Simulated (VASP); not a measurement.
Input of a VASP 6.6.1 run:

File INCAR:

```
SYSTEM = Cr
PREC = Accurate ; ENCUT = 520
EDIFF = 1E-6 ; ISMEAR = -1
SIGMA = 0.05 ; LREAL = .False.
LASPH = .True. ; NELM = 150
ALGO = Normal ; ISIF = 2
LWAVE = .False. ; LCHARG = .False.
ISPIN = 2 ; MAGMOM = -3 3
LORBIT = 11 ; LMAXMIX = 4
GGA = PE ; NBANDS = 23
```

File KPOINTS:

```
Automatic mesh
0
Gamma
  11 11 11
  0 0 0
```

Contents of POSCAR:

```
Cr
1.0
    2.8664408113      0.0000000000      0.0000000000
    0.0000000000      2.8664408113      0.0000000000
    0.0000000000      0.0000000000      2.8664408113
Cr
2
Direct
    0.0000000000      0.0000000000      0.0000000000
    0.5000000000      0.5000000000      0.5000000000
```

Potentials or basis: VASP PAW PBE potentials, release 64 (Cr_pv).

Command:

```bash
$ cat potpaw_PBE.64/Cr_pv/POTCAR > POTCAR
$ mpirun -np 1 vasp_std > vasp.out
```

**Question.** What does it give for the pressure?

**Answer.** -0.3 GPa.

**Question.** What does it give for the net moment?

**Answer.** 0.00 μB per cell.

**Question.** Predict the site moments.

**Answer.** Cr -1.10, +1.10 μB.

**Question.** Estimate the band gap on the k mesh.

**Answer.** Zero (filled and empty bands overlap).
